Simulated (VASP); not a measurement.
A run of VASP 6.6.1 is set up as follows.

File POSCAR:

```
SnO2
1.0
    0.0000000000      2.5334669712      2.5334669712
    2.6601403198      0.0000000000      2.5334669712
    2.6601403198      2.5334669712      0.0000000000
Sn O
1 2
Direct
    0.0000000000      0.0000000000      0.0000000000
    0.2500000000      0.2500000000      0.2500000000
    0.7500000000      0.7500000000      0.7500000000
```

The input INCAR.step1:

```
SYSTEM = SnO2
PREC = Accurate ; ENCUT = 910
ISMEAR = -1 ; SIGMA = 0.02
LREAL = .False. ; LASPH = .True.
NELM = 120 ; NBANDS = 20
GGA = PE ; ALGO = Normal
EDIFF = 1E-5 ; LWAVE = .True.
LCHARG = .False. ; GGA_COMPAT = .False.
```

The input INCAR.step2:

```
SYSTEM = SnO2
PREC = Accurate ; ENCUT = 910
EDIFF = 1E-6 ; ISMEAR = -1
SIGMA = 0.02 ; LREAL = .False.
LASPH = .True. ; NELM = 120
ALGO = Normal ; ISIF = 2
LWAVE = .False. ; LCHARG = .False.
METAGGA = R2SCAN ; LMIXTAU = .True.
NBANDS = 20 ; ISTART = 1
GGA_COMPAT = .False.
```

File KPOINTS:

```
Automatic mesh
0
Gamma
  8 8 8
  0 0 0
```

Potentials or basis: VASP PAW PBE potentials, release 64 (Sn_d, O_h).

Run with:

```sh
$ cat potpaw_PBE.64/Sn_d/POTCAR potpaw_PBE.64/O_h/POTCAR > POTCAR
$ cp INCAR.step1 INCAR
$ mpirun -np 1 vasp_std > vasp.out
$ cp INCAR.step2 INCAR
$ mpirun -np 1 vasp_std > vasp.out
```

Q: What does it give for the pressure?

A: -8.8 GPa.

Q: What does it give for the band gap on the k mesh?

A: 0.08 eV (least direct gap 1.34 eV).

Stress tensor (GPa, compression positive):
```
-23.55   0.00   0.00
  0.00  -1.39   0.00
  0.00   0.00  -1.39
```

Caveat: the cell differs from its parent crystal (uniaxial x strain +5.0%); the cutoff is under 1.25 times the usual one of these potentials, so pressure, stress and relaxed cells hold a basis-set (Pulay) error; the cell stands under tension; the PAW data sets were made with another functional, which shifts forces and pressure a little; spin-orbit coupling is left out, which moves the levels of the heavy elements. A k mesh can miss the band edges.
